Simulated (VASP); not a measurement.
**InWSe3: relaxation of cell and atoms with PBE**

Crystal: InWSe3.

```
In W Se
1.0
     6.84049    0.00000    0.00000
    -3.42025    5.92404    0.00000
     0.00000    0.00000    5.72883
In W Se
2 2 6
Cartesian
  0.0000 3.9494 4.2966
  3.4202 1.9747 1.4322
  0.0000 0.0000 0.0000
  0.0000 0.0000 2.8644
  -1.8350 5.0088 1.4322
  1.5853 0.9153 4.2966
  0.0000 1.8305 1.4322
  5.2552 0.9153 4.2966
  1.8350 5.0088 1.4322
  3.4202 4.0935 4.2966
```

```yaml
Program: VASP 6.6.1
Task: relaxation of cell and atoms
Functional: PBE
Potentials_or_basis: VASP PAW PBE potentials, release 64 (In_d, W_sv, Se)
Cutoff: 600 eV
k_mesh: 3 × 3 × 4
Occupations: gaussian, width 0.1 eV
Spin: no spin polarisation
Dipole_correction: no
Further_INCAR_settings: ALGO = Normal; EDIFF = 1e-06; IBRION = 2; EDIFFG = -0.04; NSW = 90; ISIF = 3
```

```yaml
Relaxed_volume: 25.62 Å³/atom
Relaxed_cell: a = 7.183 Å, b = 7.183 Å, c = 5.733 Å, α = 90.00°, β = 90.00°, γ = 120.00°
Space_group_after_relaxing_to_0.05_Å: P6_3/mmc (No. 194)
Energy_gained_by_relaxing: 478.9 meV/atom
Ionic_steps: 14
Pressure_after_relaxing: 0.0 GPa
Largest_force_after_relaxing: 0.016 eV/Å
Band_gap_on_the_k_mesh: zero (band 45 reaches 5.34 eV, above the bottom of band 46 at 4.27 eV)
```

Forces in eV/Å, atoms in the order of the input:
```
In   0.000  0.000  0.000
In   0.000  0.000  0.000
W    0.000  0.000  0.000
W    0.000  0.000  0.000
Se   0.014 -0.008  0.000
Se   0.014  0.008  0.000
Se   0.000  0.016  0.000
Se  -0.014  0.008  0.000
Se  -0.014 -0.008  0.000
Se   0.000 -0.016  0.000
```

Stress tensor (GPa, compression positive):
```
 0.08  0.00  0.00
 0.00  0.08  0.00
 0.00  0.00 -0.09
```

Step by step:
| step | energy change (eV) | largest force (eV/Å) | pressure (GPa) | volume (Å³) |
| --- | --- | --- | --- | --- |
| 1 | 0.0000 | 6.0764 | 25.44 | 232.15 |
| 2 | 4.1333 | 2.9931 | -12.53 | 379.19 |
| 3 | -4.4581 | 0.3211 | -2.88 | 279.09 |
| 4 | -4.5352 | 0.0392 | -1.37 | 274.20 |
| 5 | -4.5470 | 0.2664 | -0.39 | 271.35 |
| 6 | -4.5462 | 0.1986 | -0.68 | 272.17 |
| 7 | -4.6053 | 0.2257 | -0.68 | 269.96 |
| 8 | -4.7689 | 0.0855 | -0.55 | 263.17 |
| 9 | -4.3657 | 0.4121 | 0.68 | 248.93 |
| 10 | -4.7803 | 0.0031 | -0.49 | 261.30 |
| 11 | -4.7774 | 0.2436 | 0.79 | 256.60 |
| 12 | -4.7836 | 0.1004 | 0.04 | 259.29 |
| 13 | -4.7875 | 0.0680 | 0.03 | 258.06 |
| 14 | -4.7895 | 0.0164 | 0.02 | 256.17 |

Final structure:
```cif
data_structure
_symmetry_space_group_name_H-M 'P 1'
_symmetry_Int_Tables_number 1
_cell_length_a 7.1831
_cell_length_b 7.1831
_cell_length_c 5.7328
_cell_angle_alpha 90.000
_cell_angle_beta 90.000
_cell_angle_gamma 120.000
_cell_volume 256.17
loop_
_atom_site_label
_atom_site_type_symbol
_atom_site_fract_x
_atom_site_fract_y
_atom_site_fract_z
_atom_site_occupancy
In1 In 0.33333 0.66667 0.75000 1
In2 In 0.66667 0.33333 0.25000 1
W1 W 0.00000 0.00000 0.00000 1
W2 W 0.00000 0.00000 0.50000 1
Se1 Se 0.17035 0.82965 0.25000 1
Se2 Se 0.34070 0.17035 0.75000 1
Se3 Se 0.17035 0.34070 0.25000 1
Se4 Se 0.82965 0.17035 0.75000 1
Se5 Se 0.65930 0.82965 0.25000 1
Se6 Se 0.82965 0.65930 0.75000 1
```

Levels at points of the mesh, in eV from the Fermi level:
| k point | band 41 | band 42 | band 43 | band 44 | band 45 | band 46 | band 47 | band 48 | band 49 | band 50 |
| --- | --- | --- | --- | --- | --- | --- | --- | --- | --- | --- |
| (0.00, 0.00, 0.00) | -1.45 | -1.24 | -1.01 | -1.01 | -0.39 | -0.39 | 0.09 | 0.43 | 0.43 | 0.83 |
| (0.00, 0.00, 0.50) | -0.74 | -0.74 | -0.74 | -0.74 | -0.07 | -0.07 | -0.07 | -0.07 | 0.04 | 0.04 |

Run time: 22 min on 1 thread of Intel(R) Xeon(R) 6975P-C (Granite Rapids), with other jobs on the host, peak memory 0.51 GiB.

Caveat: spin-orbit coupling is left out, which moves the levels of the heavy elements.
